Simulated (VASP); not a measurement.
# Si3Te (P1) in VASP: single point with PBE

Aim: the single point of Si3Te with PBE.

Everything below comes from runs of VASP 6.6.1. Logs are shortened: lines on timing, memory, paths and dates and some standing lists are left out, and cuts for length are marked.

## Step 1: The cell of the first run

The typed cell holds 8 atoms: a = 3.001 Å, b = 3.344 Å, c = 16.199 Å, α = 88.49°, β = 88.86°, γ = 85.86°.

## Step 2: Single point, PBE

File INCAR:

```
SYSTEM = Si3Te
PREC     = Accurate       ! precision mode
ENCUT    = 500            ! plane-wave cutoff, eV
EDIFF    = 1E-6           ! SCF threshold, eV
ISMEAR   = 0              ! smearing method
SIGMA    = 0.1            ! smearing width, eV
LREAL    = .False.        ! projectors in reciprocal space
LASPH    = .True.         ! aspherical terms in the spheres
NELM     = 120            ! most SCF steps
ALGO     = Normal         ! electronic algorithm
ISIF     = 2              ! what is computed and relaxed
LWAVE    = .False.        ! write WAVECAR
LCHARG   = .True.         ! write CHGCAR
GGA      = PE             ! functional
LELF     = .True.         ! ELF
LVHAR    = .True.       
NBANDS   = 28             ! bands
GGA_COMPAT= .False.
```

File KPOINTS:

```
Automatic mesh
0
Gamma
  6 6 1
  0 0 0
```

File POSCAR:

```
Si3Te
1.0
    3.0006084679      0.0000000000      0.0000000000
    0.2413375844      3.3356701417      0.0000000000
    0.3222338712      0.4042282035     16.1904845063
Si Te
6 2
Direct
    0.9042638059      0.1874693311      0.7549365877
    0.0992665146      0.8303358931      0.2555021418
    0.4084773831      0.6749482924      0.8311626644
    0.5865192296      0.3258124608      0.3327309720
    0.4204366787      0.6893234229      0.6695458138
    0.5980736746      0.3485277983      0.1693467176
    0.4176739227      0.6187299446      0.9941726751
    0.5652887908      0.3248528567      0.4926024276
```

Potentials or basis: VASP PAW PBE potentials, release 64 (Si, Te).

The run is started by

```
$ cat potpaw_PBE.64/Si/POTCAR potpaw_PBE.64/Te/POTCAR > POTCAR
$ mpirun -np 1 vasp_std > vasp.out
```

OUTCAR:

```text
SYSTEM = Si3Te
   PREC = Accurate
   ENCUT = 500
   EDIFF = 1E-6
   ISMEAR = 0
   LREAL = .False.
   LASPH = .True.
   NELM = 120
   ISIF = 2
   GGA = PE

 ion  position               nearest neighbor table
   1  0.904  0.187  0.755-   3 2.47   3 2.52   5 2.54   5 2.60   3 2.62   3 2.65   5 2.70   5 2.71

   2  0.099  0.830  0.256-   4 2.48   4 2.52   6 2.54   6 2.61   4 2.64   4 2.64   6 2.71   6 2.71

   3  0.408  0.675  0.831-   1 2.47   1 2.52   5 2.62   1 2.62   7 2.64   1 2.65
   4  0.587  0.326  0.333-   2 2.48   2 2.52   8 2.59   2 2.64   2 2.64   6 2.65
   5  0.420  0.689  0.670-   1 2.54   1 2.60   3 2.62   1 2.70   1 2.71   8 3.15
   6  0.598  0.349  0.169-   2 2.54   2 2.61   4 2.65   2 2.71   2 2.71   7 3.00
   7  0.418  0.619  0.994-   3 2.64   6 3.00
   8  0.565  0.325  0.493-   4 2.59   5 3.15

  LATTYP: Found a triclinic cell.
 ALAT       =     3.3443892004
 B/A-ratio  =     0.8972067209
 C/A-ratio  =     4.8435556623
 COS(alpha) =     0.0198925327
 COS(beta)  =     0.0263247324
 COS(gamma) =     0.0721619315

  Lattice vectors:

 A1 = (  -0.2413375844,  -3.3356701417,   0.0000000000)
 A2 = (  -3.0006084679,   0.0000000000,   0.0000000000)
 A3 = (  -0.3222338712,  -0.4042282035, -16.1904845063)

Analysis of symmetry for initial positions (statically):
=====================================================================
 Subroutine PRICEL returns:
 Original cell was already a primitive cell.

 Routine SETGRP: Setting up the symmetry group for a
 triclinic supercell.

 Subroutine GETGRP returns: Found  1 space group operations
 (whereof  1 operations were pure point group operations)
 out of a pool of  2 trial point group operations.

The static configuration has the point symmetry C_1 .

Analysis of symmetry for dynamics (positions and initial velocities):
=====================================================================
 Subroutine PRICEL returns:
 Original cell was already a primitive cell.

 Routine SETGRP: Setting up the symmetry group for a
 triclinic supercell.

 Subroutine GETGRP returns: Found  1 space group operations
 (whereof  1 operations were pure point group operations)
 out of a pool of  2 trial point group operations.

The dynamic configuration has the point symmetry C_1 .

 Subroutine INISYM returns: Found  1 space group operations
 (whereof  1 operations are pure point group operations),
 and found     1 'primitive' translations

----------------------------------------------------------------------------------------

                                     Primitive cell

  volume of cell :     162.0512

  direct lattice vectors                    reciprocal lattice vectors
     3.000608468  0.000000000  0.000000000     0.333265739 -0.024111961 -0.006030874
     0.241337584  3.335670142  0.000000000     0.000000000  0.299789835 -0.007484860
     0.322233871  0.404228203 16.190484506     0.000000000  0.000000000  0.061764674

  length of vectors
     3.000608468  3.344389200 16.198735249     0.334191279  0.299883257  0.061764674

  position of ions in fractional coordinates (direct lattice)
     0.904263806  0.187469331  0.754936588
     0.099266515  0.830335893  0.255502142
     0.408477383  0.674948292  0.831162664
     0.586519230  0.325812461  0.332730972
     0.420436679  0.689323423  0.669545814
     0.598073675  0.348527798  0.169346718
     0.417673923  0.618729945  0.994172675
     0.565288791  0.324852857  0.492602428

  ion indices of the primitive-cell ions
   primitive index   ion index
                 1           1
                 2           2
                 3           3
                 4           4
                 5           5
                 6           6
                 7           7
                 8           8

----------------------------------------------------------------------------------------

 KPOINTS: Automatic mesh

Automatic generation of k-mesh.
 Grid dimensions read from file:
 generate k-points for:    6    6    1

 Generating k-lattice:

  Cartesian coordinates                     Fractional coordinates (reciprocal lattice)
     0.055544290 -0.004018660 -0.001005146     0.166666667  0.000000000  0.000000000
     0.000000000  0.049964972 -0.001247477     0.000000000  0.166666667  0.000000000
     0.000000000  0.000000000  0.061764674     0.000000000  0.000000000  1.000000000

  Length of vectors
     0.055698547  0.049980543  0.061764674

  Shift w.r.t. Gamma in fractional coordinates (k-lattice)
     0.000000000  0.000000000  0.000000000

 Subroutine IBZKPT returns following result:
 ===========================================

 Found     20 irreducible k-points:

 Following reciprocal coordinates:
            Coordinates               Weight
  0.000000  0.000000  0.000000      1.000000
  0.166667  0.000000  0.000000      2.000000
  0.333333  0.000000 -0.000000      2.000000
  0.500000  0.000000 -0.000000      1.000000
  0.000000  0.166667  0.000000      2.000000
  0.166667  0.166667 -0.000000      2.000000
[... 12 lines left out ...]
  0.333333  0.500000 -0.000000      2.000000
  0.500000  0.500000  0.000000      1.000000
   k-points           NKPTS =     20   k-points in BZ     NKDIM =     20   number of bands    NBANDS=     28
   number of dos      NEDOS =    301   number of ions     NIONS =      8
   total plane-waves  NPLWV =  69120
   dimension x,y,z NGX =    24 NGY =   24 NGZ =  120
   dimension x,y,z NGXF=    48 NGYF=   48 NGZF=  240
   ions per type =               6   2
   NGX,Y,Z   is equivalent  to a cutoff of  13.30, 11.93, 12.32 a.u.
   NGXF,Y,Z  is equivalent  to a cutoff of  26.59, 23.86, 24.63 a.u.
 SYSTEM =  Si3Te
   PREC   = accura    normal or accurate (medium, high low for compatibility)
   ISTART =      0    job   : 0-new  1-cont  2-samecut
   ICHARG =      2    charge: 1-file 2-atom 10-const
   ISPIN  =      1    spin polarized calculation?
   LNONCOLLINEAR =      F non collinear calculations
   LSORBIT =      F    spin-orbit coupling
   LASPH  =      T    aspherical Exc in radial PAW
   ENCUT  =  500.0 eV  36.75 Ry    6.06 a.u.   5.47  6.10 29.53*2*pi/ulx,y,z
   NELM   =    120;   NELMIN=  2; NELMDL= -5     # of ELM steps
   EDIFF  = 0.1E-05   stopping-criterion for ELM
   LREAL  =      F    real-space projection
   EDIFFG = 0.1E-04   stopping-criterion for IOM
   NSW    =      0    number of steps for IOM
   IBRION =     -1    ionic relax: 0-MD 1-quasi-New 2-CG
   NFREE  =      0    steps in history (QN), initial steepest desc. (CG)
   ISIF   =      2    stress and relaxation
   ISYM   =      2    0-nonsym 1-usesym 2-fastsym
   POTIM  = 0.5000    time-step for ionic-motion
   TEBEG  =    0.0;   TEEND  =   0.0 temperature during run
   PSTRESS=    0.0 pullay stress
   NELECT =      36.0000    total number of electrons
   NUPDOWN=      -1.0000    fix difference up-down
   EMIN   =  10.00;   EMAX   =-10.00  energy-range for DOS
   EFERMI =   0.00;   METHOD = LEGACY
   ISMEAR =     0;   SIGMA  =   0.10  broadening in eV -4-tet -1-fermi 0-gaus
   EFERMI_NEDOS =   21; number of points for ismear=-14 and -15
   IALGO  =     38    algorithm
   IMIX   =      4    mixing-type and parameters
     AMIX     =   0.40;   BMIX     =  1.00
     AMIX_MAG =   1.60;   BMIX_MAG =  1.00
  volume/ion in A,a.u.               =      20.26       136.70
  Fermi-wavevector in a.u.,A,eV,Ry     =   0.991497  1.873658 13.375439  0.983067
  Thomas-Fermi vector in A             =   2.123243
   LORBIT       =      0    0 simple, 1 ext, 2 COOP (PROOUT), +10 PAW based schemes
   GGA     = PE    functional components
   LHFCALC =     F    Hartree Fock is set to
   AEXX    =    0.0000 exact exchange contribution
   IVDW    =     0    specifies the selected vdW correction
   LEPSILON=     F    determine dielectric tensor
   LRPA    =     F    only Hartree local field effects (RPA)
 non-spin polarized calculation
 Gauss-broadening in eV      SIGMA  =   0.10
  energy-cutoff  :      500.00
  volume of cell :      162.05
 maximum number of plane-waves:      4149
 NGX is ok and might be reduce to    24
   NGX = 11   NGY = 13   NGZ = 59

 number of electron      35.9999999 magnetization

 Free energy of the ion-electron system (eV)
  ---------------------------------------------------
  ext. energy  EPLUGINS =         0.00000000
  ---------------------------------------------------
  free energy    TOTEN  =       -35.05397288 eV

  energy without entropy =      -35.03972932  energy(sigma->0) =      -35.04685110

 E-fermi :   7.8717     XC(G=0): -10.0927

 val. band max:        7.8334760057   @ k =  -0.1667   0.3333  -0.0000
 cond. band min:       7.8926997518   @ k =  -0.3333   0.3333  -0.0000
 fundamental gap:      0.0592237461
 Fermi energy:         7.8717248466

 k-point     1 :       0.0000    0.0000    0.0000
  band No.  band energies     occupation
      1      -6.1488      2.00000
      2      -5.9238      2.00000
      3      -5.5003      2.00000
      4      -5.1031      2.00000
      5      -1.7495      2.00000
      6      -0.8718      2.00000
[... 20 lines left out ...]
     27      12.6896      0.00000
     28      12.9748      0.00000

 k-point     2 :       0.1667    0.0000    0.0000
  band No.  band energies     occupation
      1      -5.7218      2.00000
      2      -5.5021      2.00000
      3      -5.0617      2.00000
      4      -4.6711      2.00000
      5      -1.3227      2.00000
      6      -0.4400      2.00000
[... 20 lines left out ...]
     27      13.1669      0.00000
     28      13.4232      0.00000

 k-point     3 :       0.3333    0.0000   -0.0000
  band No.  band energies     occupation
      1      -4.5238      2.00000
      2      -4.3385      2.00000
      3      -3.7702      2.00000
      4      -3.4226      2.00000
      5      -0.0917      2.00000
      6       0.8199      2.00000
[... 20 lines left out ...]
     27      11.5165      0.00000
     28      12.0068      0.00000

 k-point     4 :       0.5000    0.0000   -0.0000
  band No.  band energies     occupation
      1      -3.4573      2.00000
      2      -3.3565      2.00000
      3      -1.9668      2.00000
      4      -1.6878      2.00000
      5      -1.2608      2.00000
      6      -1.2394      2.00000
[... 20 lines left out ...]
     27      12.1474      0.00000
     28      12.1869      0.00000

 k-point     5 :       0.0000    0.1667    0.0000
  band No.  band energies     occupation
      1      -5.8512      2.00000
      2      -5.6458      2.00000
      3      -5.1634      2.00000
      4      -4.7911      2.00000
      5      -1.4246      2.00000
      6      -0.5552      2.00000
[... 20 lines left out ...]
     27      12.8825      0.00000
     28      12.9929      0.00000

 k-point     6 :       0.1667    0.1667   -0.0000
  band No.  band energies     occupation
      1      -5.4683      2.00000
      2      -5.2643      2.00000
      3      -4.7772      2.00000
      4      -4.4070      2.00000
      5      -1.0480      2.00000
      6      -0.1756      2.00000
[... 339 lines left out ...]
      5      -2.0121      2.00000
      6      -1.9998      2.00000
[... 20 lines left out ...]
     27      12.8294      0.00000
     28      13.7286      0.00000

 k-point    18 :       0.1667    0.5000    0.0000
  band No.  band energies     occupation
      1      -4.1715      2.00000
      2      -4.1188      2.00000
      3      -2.3499      2.00000
      4      -2.1638      2.00000
      5      -1.5358      2.00000
      6      -1.5111      2.00000
[... 20 lines left out ...]
     27      12.0346      0.00000
     28      12.4340      0.00000

 k-point    19 :       0.3333    0.5000   -0.0000
  band No.  band energies     occupation
      1      -3.0430      2.00000
      2      -2.9862      2.00000
      3      -1.1804      2.00000
      4      -1.0011      2.00000
      5      -0.1295      2.00000
      6      -0.0932      2.00000
[... 20 lines left out ...]
     27      10.3496      0.00000
     28      10.9501      0.00000

 k-point    20 :       0.5000    0.5000    0.0000
  band No.  band energies     occupation
      1      -2.0936      2.00000
      2      -2.0316      2.00000
      3       0.2378      2.00000
      4       0.4417      2.00000
      5       1.5270      2.00000
      6       1.6033      2.00000
[... 20 lines left out ...]
     27      10.2243      0.00000
     28      10.5823      0.00000

------------------------ aborting loop because EDIFF is reached ----------------------------------------

  FORCE on cell =-STRESS in cart. coord.  units (eV):
  Direction    XX          YY          ZZ          XY          YZ          ZX
  --------------------------------------------------------------------------------------
  -------------------------------------------------------------------------------------
  Total        6.7584899      0.1989255     -1.4766037     -2.8192544     -0.2621553     -0.0771698
  in kB       66.8202318      1.9667480    -14.5989720    -27.8735690     -2.5918922     -0.7629665
  external PRESSURE =      18.0626693 kB  Pullay stress =       0.0000000 kB

 VOLUME and BASIS-vectors are now :
 -----------------------------------------------------------------------------
  energy-cutoff  :      500.00
  volume of cell :      162.05
      direct lattice vectors                 reciprocal lattice vectors
     3.000608468  0.000000000  0.000000000     0.333265739 -0.024111961 -0.006030874
     0.241337584  3.335670142  0.000000000     0.000000000  0.299789835 -0.007484860
     0.322233871  0.404228203 16.190484506     0.000000000  0.000000000  0.061764674

 POSITION                                       TOTAL-FORCE (eV/Angst)
 -----------------------------------------------------------------------------------
      3.00185      0.93050     12.22279         0.065178      0.016204      0.054424
      0.58058      2.87301      4.13670        -0.007429     -0.026904      0.054173
      1.65640      2.58738     13.45693        -0.072646      0.032644     -0.646510
      1.94576      1.22130      5.38708         0.015539     -0.022578     -0.847794
      1.64368      2.57000     10.84027         0.009100     -0.096534      0.182617
      1.93327      1.23103      2.74181        -0.051179      0.052607      0.320647
      1.72295      2.46575     16.09614         0.039265     -0.021714      0.385897
      1.93334      1.28273      7.97547         0.002172      0.066276      0.496547
 -----------------------------------------------------------------------------------
    total drift:                                0.000090      0.000067      0.000222

  FREE ENERGIE OF THE ION-ELECTRON SYSTEM (eV)
  ---------------------------------------------------
  free  energy   TOTEN  =       -35.0539728840 eV

  energy  without entropy=      -35.0397293220  energy(sigma->0) =      -35.04685110
```

Wall time 2.6 min (1 thread of Intel Xeon 8259CL, shared host); peak memory 0.24 GiB.

Results:

* Free energy: -35.0540 eV
* Pressure: 1.8 GPa
* Largest force: 0.848 eV/Å
* Band gap on the k mesh: zero (bands 18 and 19 overlap by 4.38 eV)

Forces on the atoms (eV/Å):
```
Si   0.065  0.016  0.054
Si  -0.007 -0.027  0.054
Si  -0.073  0.033 -0.647
Si   0.016 -0.023 -0.848
Si   0.009 -0.097  0.183
Si  -0.051  0.053  0.321
Te   0.039 -0.022  0.386
Te   0.002  0.066  0.497
```

Levels at points of the mesh, in eV from the Fermi level:
```tsv
k point	band 13	band 14	band 15	band 16	band 17	band 18	band 19	band 20	band 21	band 22
(0.00, 0.00, 0.00)	0.19	0.27	0.46	0.55	0.95	0.98	1.20	2.16	2.37	2.74
(0.50, 0.00, 0.00)	-4.08	-2.04	-0.74	0.26	1.03	1.21	1.47	1.61	1.64	2.12
(0.00, 0.50, 0.00)	-4.36	-3.30	-1.31	0.36	0.56	1.38	3.02	3.14	3.56	3.67
(0.50, 0.50, 0.00)	-4.79	-3.93	-3.60	-3.46	-2.47	-2.40	-2.02	-1.37	-1.27	-0.82
```

Caveat: the k points lie up to 0.39 Å⁻¹ apart, too coarse for converged energies and pressures of a metal; spin-orbit coupling is left out, which moves the levels of the heavy elements.

The gap in the log of VASP goes by the Fermi energy; the results here count the filled bands.